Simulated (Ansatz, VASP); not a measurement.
**InP in VASP and in Ansatz**

```xyz
2
Lattice="0.0000 3.0386 2.9538 3.0386 0.0000 2.9538 3.0386 3.0386 0.0000" Properties=species:S:1:pos:R:3 pbc="T T T"
In    0.0000    0.0000    0.0000
P     1.5193    1.5193    1.4769
```

Change from the starting cell: biaxial_xy strain +2.9%.

Alike in both runs: task single point; functional PBE; k mesh 8 × 8 × 8; occupations fermi-dirac, width 0.02 eV; no spin polarisation.

|  | VASP | Ansatz |
| --- | --- | --- |
| version | VASP 6.6.1 | Ansatz 0.2.0 |
| potentials or method | VASP PAW PBE potentials, release 64 (In_d, P) | plane waves, PAW |
| plane-wave cutoff (eV) | 520 | 420 |
| valence electrons in the cell | 18 | 18 |

```tsv
	VASP	Ansatz	Ansatz less VASP
pressure (GPa)	-1.7	-1.7	+0.04
traceless stress, the component that is largest in VASP (GPa)	0.75	0.75	0.000
```
